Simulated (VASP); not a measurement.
# C (R-3m) in VASP: a series of runs

C is run at these levels: PBE; tasks: single point.

All numbers are computed with VASP 6.6.1; they aren't measurements. Logs are shortened: lines on timing, memory, paths and dates and some standing lists are left out, and cuts for length are marked.

## 1. The cell of the first run

The structure is trigonal, space group R-3m (No. 166). The conventional cell has a = 2.543 Å, b = 2.543 Å, c = 6.161 Å, α = 90.00°, β = 90.00°, γ = 120.00°. C (site symmetry 3m) has 4 C at 1.54 to 1.55 Å within 2.1 Å.

## 2. Single point, PBE (epitaxial 111 strain +1.0%)

INCAR reads:

```
SYSTEM = C
PREC = Accurate ; ENCUT = 520
EDIFF = 1E-6 ; ISMEAR = 0
SIGMA = 0.01 ; LREAL = .False.
LASPH = .True. ; NELM = 80
ALGO = Normal ; ISIF = 2
LWAVE = .False. ; LCHARG = .False.
GGA = PE ; NBANDS = 11
```

KPOINTS reads:

```
Automatic mesh
0
Gamma
  6 6 6
  0 0 0
```

POSCAR reads:

```
C
1.0
   -0.0129763838      1.7849490001      1.7849490001
    1.7849490001     -0.0129763838      1.7849490001
    1.7849490001      1.7849490001     -0.0129763838
C
2
Direct
   -0.0000464490     -0.0000464490     -0.0000464490
    0.2500464490      0.2500464490      0.2500464490
```

Potentials or basis: VASP PAW PBE potentials, release 64 (C).

Launch:

```
$ cat potpaw_PBE.64/C/POTCAR > POTCAR
$ mpirun -np 1 vasp_std > vasp.out
```

OUTCAR:

```text
SYSTEM = C
   PREC = Accurate
   ENCUT = 520
   EDIFF = 1E-6
   ISMEAR = 0
   LREAL = .False.
   LASPH = .True.
   NELM = 80
   ISIF = 2
   GGA = PE

 ion  position               nearest neighbor table
   1  1.000  1.000  1.000-   2 1.54   2 1.55   2 1.55   2 1.55
   2  0.250  0.250  0.250-   1 1.54   1 1.55   1 1.55   1 1.55

  LATTYP: Found a trigonal (rhomboedric) cell.
 ALAT       =     2.5243324370
 COS(alpha) =     0.4927170891

  Lattice vectors:

 A1 = (  -0.0129763838,   1.7849490001,   1.7849490001)
 A2 = (   1.7849490001,  -0.0129763838,   1.7849490001)
 A3 = (   1.7849490001,   1.7849490001,  -0.0129763838)

Analysis of symmetry for initial positions (statically):
=====================================================================
 Subroutine PRICEL returns:
 Original cell was already a primitive cell.

 Routine SETGRP: Setting up the symmetry group for a
 trigonal (rhombohedral) supercell.

 Subroutine GETGRP returns: Found 12 space group operations
 (whereof  6 operations were pure point group operations)
 out of a pool of 12 trial point group operations.

The static configuration has the point symmetry C_3v.
 The point group associated with its full space group is D_3d.

Analysis of symmetry for dynamics (positions and initial velocities):
=====================================================================
 Subroutine PRICEL returns:
 Original cell was already a primitive cell.

 Routine SETGRP: Setting up the symmetry group for a
 trigonal (rhombohedral) supercell.

 Subroutine GETGRP returns: Found 12 space group operations
 (whereof  6 operations were pure point group operations)
 out of a pool of 12 trial point group operations.

The dynamic configuration has the point symmetry C_3v.
 The point group associated with its full space group is D_3d.

 Subroutine INISYM returns: Found 12 space group operations
 (whereof  6 operations are pure point group operations),
 and found     1 'primitive' translations

----------------------------------------------------------------------------------------

                                     Primitive cell

  volume of cell :      11.4979

  direct lattice vectors                    reciprocal lattice vectors
    -0.012976384  1.784949000  1.784949000    -0.277083744  0.279112864  0.279112864
     1.784949000 -0.012976384  1.784949000     0.279112864 -0.277083744  0.279112864
     1.784949000  1.784949000 -0.012976384     0.279112864  0.279112864 -0.277083744

  length of vectors
     2.524332437  2.524332437  2.524332437     0.482268994  0.482268994  0.482268994

  position of ions in fractional coordinates (direct lattice)
     0.999953551  0.999953551  0.999953551
     0.250046449  0.250046449  0.250046449

  ion indices of the primitive-cell ions
   primitive index   ion index
                 1           1
                 2           2

----------------------------------------------------------------------------------------

 KPOINTS: Automatic mesh

Automatic generation of k-mesh.
 Grid dimensions read from file:
 generate k-points for:    6    6    6

 Generating k-lattice:

  Cartesian coordinates                     Fractional coordinates (reciprocal lattice)
    -0.046180624  0.046518811  0.046518811     0.166666667  0.000000000  0.000000000
     0.046518811 -0.046180624  0.046518811     0.000000000  0.166666667  0.000000000
     0.046518811  0.046518811 -0.046180624     0.000000000  0.000000000  0.166666667

  Length of vectors
     0.080378166  0.080378166  0.080378166

  Shift w.r.t. Gamma in fractional coordinates (k-lattice)
     0.000000000  0.000000000  0.000000000

 Subroutine IBZKPT returns following result:
 ===========================================

 Found     32 irreducible k-points:

 Following reciprocal coordinates:
            Coordinates               Weight
  0.000000  0.000000  0.000000      1.000000
  0.166667  0.000000 -0.000000      6.000000
  0.333333  0.000000  0.000000      6.000000
  0.500000 -0.000000 -0.000000      3.000000
  0.166667  0.166667 -0.000000      6.000000
  0.333333  0.166667 -0.000000     12.000000
[... 16 lines left out ...]
  0.500000  0.500000  0.166667      6.000000
 -0.333333  0.500000  0.166667     12.000000
 [... further k-points ...]
   k-points           NKPTS =     32   k-points in BZ     NKDIM =     32   number of bands    NBANDS=     11
   number of dos      NEDOS =    301   number of ions     NIONS =      2
   total plane-waves  NPLWV =   8000
   dimension x,y,z NGX =    20 NGY =   20 NGZ =   20
   dimension x,y,z NGXF=    40 NGYF=   40 NGZF=   40
   ions per type =               2
   NGX,Y,Z   is equivalent  to a cutoff of  13.17, 13.17, 13.17 a.u.
   NGXF,Y,Z  is equivalent  to a cutoff of  26.34, 26.34, 26.34 a.u.
 SYSTEM =  C
   PREC   = accura    normal or accurate (medium, high low for compatibility)
   ISTART =      0    job   : 0-new  1-cont  2-samecut
   ICHARG =      2    charge: 1-file 2-atom 10-const
   ISPIN  =      1    spin polarized calculation?
   LNONCOLLINEAR =      F non collinear calculations
   LSORBIT =      F    spin-orbit coupling
   LASPH  =      T    aspherical Exc in radial PAW
   ENCUT  =  520.0 eV  38.22 Ry    6.18 a.u.   4.69  4.69  4.69*2*pi/ulx,y,z
   NELM   =     80;   NELMIN=  2; NELMDL= -5     # of ELM steps
   EDIFF  = 0.1E-05   stopping-criterion for ELM
   LREAL  =      F    real-space projection
   EDIFFG = 0.1E-04   stopping-criterion for IOM
   NSW    =      0    number of steps for IOM
   IBRION =     -1    ionic relax: 0-MD 1-quasi-New 2-CG
   NFREE  =      0    steps in history (QN), initial steepest desc. (CG)
   ISIF   =      2    stress and relaxation
   ISYM   =      2    0-nonsym 1-usesym 2-fastsym
   POTIM  = 0.5000    time-step for ionic-motion
   TEBEG  =    0.0;   TEEND  =   0.0 temperature during run
   PSTRESS=    0.0 pullay stress
   NELECT =       8.0000    total number of electrons
   NUPDOWN=      -1.0000    fix difference up-down
   EMIN   =  10.00;   EMAX   =-10.00  energy-range for DOS
   EFERMI =   0.00;   METHOD = LEGACY
   ISMEAR =     0;   SIGMA  =   0.01  broadening in eV -4-tet -1-fermi 0-gaus
   EFERMI_NEDOS =   21; number of points for ismear=-14 and -15
   IALGO  =     38    algorithm
   IMIX   =      4    mixing-type and parameters
     AMIX     =   0.40;   BMIX     =  1.00
     AMIX_MAG =   1.60;   BMIX_MAG =  1.00
  volume/ion in A,a.u.               =       5.75        38.80
  Fermi-wavevector in a.u.,A,eV,Ry     =   1.450660  2.741350 28.632294  2.104414
  Thomas-Fermi vector in A             =   2.568246
   LORBIT       =      0    0 simple, 1 ext, 2 COOP (PROOUT), +10 PAW based schemes
   GGA     = PE    functional components
   LHFCALC =     F    Hartree Fock is set to
   AEXX    =    0.0000 exact exchange contribution
   IVDW    =     0    specifies the selected vdW correction
   LEPSILON=     F    determine dielectric tensor
   LRPA    =     F    only Hartree local field effects (RPA)
 non-spin polarized calculation
 Gauss-broadening in eV      SIGMA  =   0.01
  energy-cutoff  :      520.00
  volume of cell :       11.50
 maximum number of plane-waves:       325
   NGX =  9   NGY =  9   NGZ =  9

 number of electron       8.0000000 magnetization

 Free energy of the ion-electron system (eV)
  ---------------------------------------------------
  ext. energy  EPLUGINS =         0.00000000
  ---------------------------------------------------
  free energy    TOTEN  =       -18.17253012 eV

  energy without entropy =      -18.17253012  energy(sigma->0) =      -18.17253012

 E-fermi :   9.7168     XC(G=0): -13.1817

 val. band max:        9.5469589243   @ k =   0.0000   0.0000   0.0000
 cond. band min:      13.6569163269   @ k =   0.3333   0.3333  -0.0000
 fundamental gap:      4.1099574026
 Fermi energy:         9.7167839228

 k-point     1 :       0.0000    0.0000    0.0000
  band No.  band energies     occupation
      1     -11.7593      2.00000
      2       9.5345      2.00000
      3       9.5345      2.00000
      4       9.5470      2.00000
      5      14.9868      0.00000
      6      14.9868      0.00000
      7      15.2917      0.00000
      8      22.5746      0.00000
      9      28.6630      0.00000
     10      35.9258      0.00000
     11      35.9258      0.00000

 k-point     2 :       0.1667    0.0000   -0.0000
  band No.  band energies     occupation
      1     -11.0034      2.00000
      2       5.7833      2.00000
      3       8.5412      2.00000
      4       8.5517      2.00000
      5      16.3055      0.00000
      6      16.5220      0.00000
      7      16.8921      0.00000
      8      23.2390      0.00000
      9      29.6418      0.00000
     10      32.1767      0.00000
     11      32.3917      0.00000

 k-point     3 :       0.3333    0.0000    0.0000
  band No.  band energies     occupation
      1      -8.7895      2.00000
      2       0.2276      2.00000
      3       7.2724      2.00000
      4       7.2846      2.00000
      5      17.6548      0.00000
      6      17.7953      0.00000
      7      18.1042      0.00000
      8      24.6087      0.00000
      9      30.3064      0.00000
     10      32.4858      0.00000
     11      32.8555      0.00000

 k-point     4 :       0.5000   -0.0000   -0.0000
  band No.  band energies     occupation
      1      -6.1107      2.00000
      2      -3.6828      2.00000
      3       6.7941      2.00000
      4       6.8195      2.00000
      5      17.8550      0.00000
      6      17.9951      0.00000
      7      18.3624      0.00000
      8      25.1173      0.00000
      9      31.2244      0.00000
     10      33.4312      0.00000
     11      35.0738      0.00000

 k-point     5 :       0.1667    0.1667   -0.0000
  band No.  band energies     occupation
      1     -10.7466      2.00000
      2       6.9555      2.00000
      3       7.0502      2.00000
      4       7.3016      2.00000
      5      14.4302      0.00000
      6      18.4281      0.00000
      7      18.5182      0.00000
      8      22.0525      0.00000
      9      29.2113      0.00000
     10      30.2318      0.00000
     11      37.2103      0.00000
[... 211 lines left out ...]
 k-point    21 :      -0.3333    0.3333    0.1667
  band No.  band energies     occupation
      1      -4.3302      2.00000
      2      -2.0341      2.00000
      3       1.7754      2.00000
      4       3.7290      2.00000
      5      18.2840      0.00000
      6      19.4293      0.00000
      7      23.0698      0.00000
      8      23.4997      0.00000
      9      27.5840      0.00000
     10      32.6434      0.00000
     11      36.5297      0.00000

 k-point    22 :      -0.1667    0.3333    0.1667
  band No.  band energies     occupation
      1      -6.8846      2.00000
      2       0.9399      2.00000
      3       2.3012      2.00000
      4       4.7982      2.00000
      5      17.1956      0.00000
      6      19.5380      0.00000
      7      20.9171      0.00000
      8      23.5177      0.00000
      9      29.9701      0.00000
     10      31.3184      0.00000
     11      36.5351      0.00000

 k-point    23 :       0.5000    0.5000    0.1667
  band No.  band energies     occupation
      1      -5.1688      2.00000
      2      -0.6537      2.00000
      3       2.0519      2.00000
      4       3.8969      2.00000
      5      14.6503      0.00000
      6      17.9343      0.00000
      7      24.1697      0.00000
      8      24.4102      0.00000
      9      30.6798      0.00000
     10      32.7345      0.00000
     11      38.3897      0.00000

 k-point    24 :      -0.3333    0.5000    0.1667
  band No.  band energies     occupation
      1      -2.6760      2.00000
      2      -2.5244      2.00000
      3       1.7975      2.00000
      4       1.8714      2.00000
      5      17.5391      0.00000
      6      17.8537      0.00000
      7      23.7159      0.00000
      8      24.0327      0.00000
      9      30.9628      0.00000
     10      31.0727      0.00000
     11      39.8693      0.00000

 [... further k-points ...]
[... 5 lines left out ...]
  --------------------------------------------------------------------------------------
  -------------------------------------------------------------------------------------
  Total       -0.2332785     -0.2332785     -0.2332785      0.2865837      0.2865837      0.2865837
  in kB      -32.5063160    -32.5063160    -32.5063160     39.9341483     39.9341483     39.9341483
  external PRESSURE =     -32.5063160 kB  Pullay stress =       0.0000000 kB

 VOLUME and BASIS-vectors are now :
 -----------------------------------------------------------------------------
  energy-cutoff  :      520.00
  volume of cell :       11.50
      direct lattice vectors                 reciprocal lattice vectors
    -0.012976384  1.784949000  1.784949000    -0.277083744  0.279112864  0.279112864
     1.784949000 -0.012976384  1.784949000     0.279112864 -0.277083744  0.279112864
     1.784949000  1.784949000 -0.012976384     0.279112864  0.279112864 -0.277083744

 POSITION                                       TOTAL-FORCE (eV/Angst)
 -----------------------------------------------------------------------------------
      3.55676      3.55676      3.55676        -0.009175     -0.009175     -0.009175
      0.88940      0.88940      0.88940         0.009175      0.009175      0.009175
 -----------------------------------------------------------------------------------
    total drift:                                0.000000      0.000000      0.000000

  FREE ENERGIE OF THE ION-ELECTRON SYSTEM (eV)
  ---------------------------------------------------
  free  energy   TOTEN  =       -18.1725301189 eV

  energy  without entropy=      -18.1725301189  energy(sigma->0) =      -18.17253012
```

Run time: 3.5 s. Hardware: 1 thread of Intel Xeon 6975P-C, shared host; peak memory 0.12 GiB.

Results:

| Item | Value |
| --- | --- |
| Free energy | -18.1725 eV |
| Pressure | -3.3 GPa |
| Largest force | 0.016 eV/Å |
| Band gap on the k mesh | 4.11 eV, indirect (least direct gap 5.44 eV) |

Forces on the atoms (eV/Å):
```
C   -0.009 -0.009 -0.009
C    0.009  0.009  0.009
```

Levels at points of the mesh, in eV from the valence-band top:
```csv
k point,band 1,band 2,band 3,band 4,band 5,band 6,band 7,band 8,band 9
"(0.00, 0.00, 0.00)",-21.31,-0.01,-0.01,0.00,5.44,5.44,5.74,13.03,19.12
"(0.50, 0.00, 0.00)",-15.66,-13.23,-2.75,-2.73,8.31,8.45,8.82,15.57,21.68
"(0.50, 0.50, 0.00)",-12.72,-12.64,-6.30,-6.15,4.58,4.86,16.58,16.60,22.91
"(0.50, 0.50, 0.50)",-15.45,-13.24,-2.87,-2.87,8.33,8.33,8.41,15.54,21.72
```

Caveat: the k points lie up to 0.51 Å⁻¹ apart; the cell differs from its parent crystal (epitaxial 111 strain +1.0%). A k mesh can miss the band edges.

## 3. Single point, PBE (epitaxial 111 strain +2.0%)

INCAR reads:

```
ALGO = Normal
EDIFF = 1E-6
ENCUT = 520
GGA = PE
ISIF = 2
ISMEAR = 0
LASPH = True
LCHARG = False
LREAL = False
LWAVE = False
NBANDS = 11
NELM = 80
PREC = Accurate
SIGMA = 0.01
```

KPOINTS reads:

```
k-points
0
Gamma
  6 6 6
```

POSCAR reads:

```
C
1.0
   -0.0259201011      1.7898065243      1.7898065243
    1.7898065243     -0.0259201011      1.7898065243
    1.7898065243      1.7898065243     -0.0259201011
C
2
Direct
   -0.0000708741     -0.0000708741     -0.0000708741
    0.2500708741      0.2500708741      0.2500708741
```

Potentials or basis: VASP PAW PBE potentials, release 64 (C).

Launch:

```
$ cat potpaw_PBE.64/C/POTCAR > POTCAR
$ mpirun -np 1 vasp_std > vasp.out
```

Run time: 3.6 s. Hardware: 1 thread of Intel Xeon 6975P-C, shared host; peak memory 0.12 GiB.

The run converged. Its results:

```yaml
Free_energy: -18.1542 eV
Pressure: -10.7 GPa
Largest_force: 0.031 eV/Å
Band_gap_on_the_k_mesh: 4.06 eV, indirect (least direct gap 5.29 eV)
```

Forces on the atoms (eV/Å):
```
C   -0.018 -0.018 -0.018
C    0.018  0.018  0.018
```

Stress tensor (GPa, compression positive):
```
-10.74   7.64   7.64
  7.64 -10.74   7.64
  7.64   7.64 -10.74
```

Levels at points of the mesh, in eV from the valence-band top:
```
           k point  band 1  band 2  band 3  band 4  band 5  band 6  band 7  band 8
(0.00, 0.00, 0.00)  -21.05   -0.01   -0.01    0.00    5.29    5.29    5.88   12.65
(0.50, 0.00, 0.00)  -15.56  -13.02   -2.68   -2.62    8.15    8.28    8.87   15.40
(0.50, 0.50, 0.00)  -12.63  -12.46   -6.25   -5.96    4.41    4.97   16.27   16.33
(0.50, 0.50, 0.50)  -15.16  -13.05   -2.91   -2.91    7.94    8.20    8.20   15.35
```

Caveat: the k points lie up to 0.50 Å⁻¹ apart; the cell differs from its parent crystal (epitaxial 111 strain +2.0%). A k mesh can miss the band edges.

## 4. Single point, PBE (epitaxial 111 strain +3.0%)

INCAR reads:

```
SYSTEM = C
  ALGO = Normal
  EDIFF = 1E-7
  ENCUT = 520
  GGA = PE
  ISIF = 2
  ISMEAR = 0
  LASPH = .TRUE.
  LCHARG = .FALSE.
  LREAL = .FALSE.
  LWAVE = .FALSE.
  NBANDS = 11
  NELM = 100
  PREC = Accurate
  SIGMA = 0.01
```

KPOINTS reads:

```
k-points
0
G
  6 6 6
  0 0 0
```

POSCAR reads:

```
C
1.0
   -0.0388188608      1.7947090060      1.7947090060
    1.7947090060     -0.0388188608      1.7947090060
    1.7947090060      1.7947090060     -0.0388188608
C
2
Direct
   -0.0000747738     -0.0000747738     -0.0000747738
    0.2500747738      0.2500747738      0.2500747738
```

Launch:

```
$ cat potpaw_PBE.64/C/POTCAR > POTCAR
$ mpirun -np 1 vasp_std > vasp.out
```

Run time: 3.9 s. Hardware: 1 thread of Intel Xeon 6975P-C, shared host; peak memory 0.11 GiB.

Results (log left out):

- Free energy: -18.1204 eV
- Pressure: -17.5 GPa
- Largest force: 0.045 eV/Å
- Band gap on the k mesh: 4.01 eV, indirect (least direct gap 5.14 eV)

Forces in eV/Å, atoms in the order of the input:
```
C   -0.026 -0.026 -0.026
C    0.026  0.026  0.026
```

Stress tensor (GPa, compression positive):
```
-17.53  10.94  10.94
 10.94 -17.53  10.94
 10.94  10.94 -17.53
```

Levels at points of the mesh, in eV from the valence-band top:
```csv
k point,band 1,band 2,band 3,band 4,band 5,band 6,band 7,band 8
"(0.00, 0.00, 0.00)",-20.81,-0.02,0.00,0.00,5.14,5.14,5.97,12.29
"(0.50, 0.00, 0.00)",-15.47,-12.81,-2.63,-2.53,7.98,8.06,8.97,15.22
"(0.50, 0.50, 0.00)",-12.55,-12.29,-6.21,-5.78,4.25,5.06,15.94,16.05
"(0.50, 0.50, 0.50)",-14.87,-12.87,-2.95,-2.95,7.47,8.06,8.06,15.17
```

Caveat: the k points lie up to 0.50 Å⁻¹ apart; the cell differs from its parent crystal (epitaxial 111 strain +3.0%).

(Part 1 of 2 ends here.)
